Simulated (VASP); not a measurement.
# SiNi3 (Pm-3m) in VASP: a series of runs, part 2 of 2

VASP 6.6.1.

### 3 Relaxation of cell and atoms, PBEsol

This run uses another cell than the first one, of 11.11 Å³/atom, 1.072 times its volume.

INCAR reads:

```
SYSTEM = SiNi3
PREC = Accurate
ENCUT = 600
EDIFF = 1E-7
ISMEAR = 0
SIGMA = 0.1
LREAL = .False.
LASPH = .True.
NELM = 80
ALGO = Normal
ISIF = 3
LWAVE = .False.
LCHARG = .False.
GGA = PS
IBRION = 2
NSW = 100
EDIFFG = -0.05
```

KPOINTS reads:

```
Automatic mesh
0
Gamma
  6 6 6
  0 0 0
```

POSCAR reads:

```
SiNi3
1.0
    3.5420000000      0.0000000000      0.0000000000
    0.0000000000      3.5420000000      0.0000000000
    0.0000000000      0.0000000000      3.5420000000
Si Ni
1 3
Direct
    0.0000000000      0.0000000000      0.0000000000
    0.0000000000      0.5000000000      0.5000000000
    0.5000000000      0.0000000000      0.5000000000
    0.5000000000      0.5000000000      0.0000000000
```

Potentials or basis: VASP PAW PBE potentials, release 64 (Si, Ni).

Launch:

```bash
$ cat potpaw_PBE.64/Si/POTCAR potpaw_PBE.64/Ni/POTCAR > POTCAR
$ mpirun -np 1 vasp_std > vasp.out
```

Run time: 37 s. Hardware: 1 thread of Intel Xeon 6975P-C (Granite Rapids), shared host; peak memory 0.17 GiB.

Results (log left out):

- Free energy: -26.2963 eV
- Relaxed volume: 10.38 Å³/atom
- Relaxed cell: a = 3.463 Å, b = 3.463 Å, c = 3.463 Å, α = 90.00°, β = 90.00°, γ = 90.00°
- Space group after relaxing (to 0.05 Å): Pm-3m (No. 221)
- Energy gained by relaxing: 34.6 meV/atom
- Ionic steps: 3
- Pressure after relaxing: -0.2 GPa
- Band gap on the k mesh: zero (band 17 reaches 11.11 eV, above the bottom of band 18 at 10.86 eV)

The path:
| step | energy change (eV) | largest force (eV/Å) | pressure (GPa) | volume (Å³) |
| --- | --- | --- | --- | --- |
| 1 | 0.0000 | 0.0000 | -13.97 | 44.44 |
| 2 | 0.0449 | 0.0000 | 21.21 | 38.49 |
| 3 | -0.1382 | 0.0000 | -0.18 | 41.51 |

Final structure:
```
Si Ni
1.0
     3.46250    0.00000    0.00000
     0.00000    3.46250    0.00000
     0.00000    0.00000    3.46250
Si Ni
1 3
Direct
  0.00000 0.00000 0.00000
  0.00000 0.50000 0.50000
  0.50000 0.00000 0.50000
  0.50000 0.50000 0.00000
```

Levels at points of the mesh, in eV from the Fermi level:
```tsv
k point	band 14	band 15	band 16	band 17	band 18	band 19	band 20	band 21
(0.00, 0.00, 0.00)	-0.65	-0.65	-0.32	0.02	0.02	0.02	5.18	6.49
(0.50, 0.00, 0.00)	-1.37	-1.22	-0.58	0.02	3.76	3.76	5.32	5.32
(0.50, 0.50, 0.00)	-1.52	-1.18	-1.08	-1.02	0.68	0.68	5.85	6.51
(0.50, 0.50, 0.50)	-1.32	-1.32	-0.53	-0.23	-0.23	-0.23	1.38	4.16
```

Caveat: the PAW data sets were made with another functional, which shifts forces and pressure a little.

### 4 Single point, PBEsol, collinear spin, ferromagnetic start

This run uses another cell than the first one, of 11.11 Å³/atom, 1.072 times its volume.

INCAR reads:

```
SYSTEM = SiNi3
PREC = Accurate
ENCUT = 520
EDIFF = 1E-6
ISMEAR = 0
SIGMA = 0.1
LREAL = .FALSE.
LASPH = .TRUE.
NELM = 150
ALGO = Normal
ISIF = 2
LWAVE = .FALSE.
LCHARG = .FALSE.
ISPIN = 2
MAGMOM = 0 2 2 2
LORBIT = 11
LMAXMIX = 4
GGA = PS
NBANDS = 29
```

KPOINTS reads:

```
Automatic mesh
0
G
  6 6 6
  0 0 0
```

POSCAR is that of step 3.

Launch:

```bash
$ cat potpaw_PBE.64/Si/POTCAR potpaw_PBE.64/Ni/POTCAR > POTCAR
$ mpirun -np 1 vasp_std > vasp.out
```

It took 34 s on 1 thread of Intel Xeon 6975P-C (Granite Rapids), shared host; peak memory 0.19 GiB.

The run converged. Its results:

```
Free energy                                           : -26.1587 eV
Pressure                                              : -13.8 GPa
Band gap on the k mesh                                : zero (filled and empty bands overlap)
Net moment                                            : 0.00 μB per cell
Valence electrons inside the program's atomic spheres : Si 1.53; Ni 9.41
```

Levels at points of the mesh, in eV from the Fermi level:
Spin up:
```csv
k point,band 15,band 16,band 17,band 18,band 19,band 20
"(0.00, 0.00, 0.00)",-0.59,-0.29,0.02,0.02,0.02,4.55
"(0.50, 0.00, 0.00)",-1.10,-0.53,0.02,3.50,3.50,4.95
"(0.50, 0.50, 0.00)",-1.07,-0.98,-0.92,0.62,0.62,5.43
"(0.50, 0.50, 0.50)",-1.20,-0.38,-0.21,-0.21,-0.21,1.09
```
Spin down:
| k point | band 13 | band 14 | band 15 | band 16 | band 17 | band 18 | band 19 | band 20 | band 21 | band 22 |
| --- | --- | --- | --- | --- | --- | --- | --- | --- | --- | --- |
| (0.00, 0.00, 0.00) | -0.85 | -0.59 | -0.59 | -0.29 | 0.02 | 0.02 | 0.02 | 4.55 | 6.17 | 6.17 |
| (0.50, 0.00, 0.00) | -1.27 | -1.23 | -1.10 | -0.53 | 0.02 | 3.50 | 3.50 | 4.95 | 5.16 | 5.16 |
| (0.50, 0.50, 0.00) | -1.37 | -1.37 | -1.07 | -0.98 | -0.92 | 0.62 | 0.62 | 5.43 | 6.17 | 7.54 |
| (0.50, 0.50, 0.50) | -1.37 | -1.20 | -1.20 | -0.38 | -0.21 | -0.21 | -0.21 | 1.09 | 3.86 | 3.86 |

Caveat: the starting moments collapsed, and a magnetic state may lie lower; the PAW data sets were made with another functional, which shifts forces and pressure a little.

### 5 Single point, PBEsol

INCAR reads:

```
PREC     = Accurate       # precision mode
ENCUT    = 520            # plane-wave cutoff, eV
EDIFF    = 1E-6           # SCF threshold, eV
ISMEAR   = 0              # smearing method
SIGMA    = 0.1            # smearing width, eV
LREAL    = F              # projectors in reciprocal space
LASPH    = T              # aspherical terms in the spheres
NELM     = 80             # most SCF steps
ALGO     = Fast           # electronic algorithm
ISIF     = 2              # what is computed and relaxed
LWAVE    = F              # write WAVECAR
LCHARG   = F              # write CHGCAR
GGA      = PS             # functional
NBANDS   = 25             # bands
```

KPOINTS reads:

```
Automatic mesh
0
Gamma
  12 12 12
```

POSCAR reads:

```
SiNi3
1.0
    3.4612022787      0.0000000000      0.0000000000
    0.0000000000      3.4612022787      0.0000000000
    0.0000000000      0.0000000000      3.4612022787
Si Ni
1 3
Direct
    0.0000000000      0.0000000000      0.0000000000
    0.0000000000      0.5000000000      0.5000000000
    0.5000000000      0.0000000000      0.5000000000
    0.5000000000      0.5000000000      0.0000000000
```

Potentials or basis: VASP PAW PBE potentials, release 64 (Si, Ni).

Launch:

```bash
$ cat potpaw_PBE.64/Si/POTCAR potpaw_PBE.64/Ni/POTCAR > POTCAR
$ mpirun -np 1 vasp_std > vasp.out
```

OUTCAR:

```text
PREC = Accurate
   ENCUT = 520
   EDIFF = 1E-6
   ISMEAR = 0
   LREAL = F
   LASPH = T
   NELM = 80
   ISIF = 2
   GGA = PS

 ion  position               nearest neighbor table
   1  0.000  0.000  0.000-   2 2.45   3 2.45   4 2.45   2 2.45   3 2.45   2 2.45   4 2.45   2 2.45
                             3 2.45   4 2.45   3 2.45   4 2.45
   2  0.000  0.500  0.500-   1 2.45   3 2.45   4 2.45   1 2.45   4 2.45   1 2.45   3 2.45   1 2.45
                             3 2.45   4 2.45   4 2.45   3 2.45
   3  0.500  0.000  0.500-   1 2.45   2 2.45   4 2.45   1 2.45   4 2.45   2 2.45   4 2.45   4 2.45
[... 878 lines left out ...]
  --------------------------------------------------------------------------------------
  -------------------------------------------------------------------------------------
  Total        0.0524955      0.0524955      0.0524955      0.0000000      0.0000000      0.0000000
  in kB        2.0283914      2.0283914      2.0283914      0.0000000      0.0000000      0.0000000
  external PRESSURE =       2.0283914 kB  Pullay stress =       0.0000000 kB

 VOLUME and BASIS-vectors are now :
 -----------------------------------------------------------------------------
  energy-cutoff  :      520.00
  volume of cell :       41.46
      direct lattice vectors                 reciprocal lattice vectors
     3.461202279  0.000000000  0.000000000     0.288916948  0.000000000  0.000000000
     0.000000000  3.461202279  0.000000000     0.000000000  0.288916948  0.000000000
     0.000000000  0.000000000  3.461202279     0.000000000  0.000000000  0.288916948

 POSITION                                       TOTAL-FORCE (eV/Angst)
 -----------------------------------------------------------------------------------
      0.00000      0.00000      0.00000         0.000000      0.000000      0.000000
      0.00000      1.73060      1.73060         0.000000      0.000000      0.000000
      1.73060      0.00000      1.73060         0.000000      0.000000      0.000000
      1.73060      1.73060      0.00000         0.000000      0.000000      0.000000
 -----------------------------------------------------------------------------------
    total drift:                                0.000000      0.000000      0.000000

  FREE ENERGIE OF THE ION-ELECTRON SYSTEM (eV)
  ---------------------------------------------------
  free  energy   TOTEN  =       -26.2972787436 eV

  energy  without entropy=      -26.2873323273  energy(sigma->0) =      -26.29230554
```

stdout:

```text
POSCAR found type information on POSCAR SiNi
 POSCAR found :  2 types and       4 ions
 scaLAPACK will be used
 -----------------------------------------------------------------------------
|                                                                             |
|                                                                             |
|     You enforced a specific xc type in the INCAR file but a different       |
|     I HOPE YOU KNOW WHAT YOU ARE DOING!                                     |
|                                                                             |
 -----------------------------------------------------------------------------

 LDA part: xc-table for (Slater+PW92), standard interpolation
 POSCAR, INCAR and KPOINTS ok, starting setup
 FFT: planning ... GRIDC
 FFT: planning ... GRID_SOFT
 FFT: planning ... GRID
 WAVECAR not read
 entering main loop
```

Run time: 50 s. Hardware: 1 thread of Intel Xeon 6975P-C (Granite Rapids), shared host; peak memory 0.2 GiB.

Results:

| Item | Value |
| --- | --- |
| Free energy | -26.2973 eV |
| Pressure | 0.2 GPa |
| Band gap on the k mesh | zero (band 17 reaches 11.13 eV, above the bottom of band 18 at 10.88 eV) |

Caveat: the PAW data sets were made with another functional, which shifts forces and pressure a little. Spin polarisation is off, so any magnetic state and its effect on volume and gap are missing.

### 6 Overview

| task | cell | k mesh | cutoff (eV) | gap on the mesh (eV) | pressure (GPa) |
| --- | --- | --- | --- | --- | --- |
| single point | a = 3.461 Å, 4 atoms | 6 × 6 × 6 | 520 | none | 0.1 |
| relaxation of cell and atoms | relaxed from a = 3.542 Å, 4 atoms | 6 × 6 × 6 | 600 | none | -0.2 |
| single point | a = 3.461 Å, 4 atoms | 12 × 12 × 12 | 520 | none | 0.2 |

Alike in all rows: level PBEsol; potentials or basis VASP PAW PBE potentials, release 64 (Si, Ni); no spin polarisation; smearing gaussian 0.1 eV.

Caveats: the PAW data sets were made with another functional, which shifts forces and pressure a little.

Absolute energies hang on the potentials; compare differences alone.
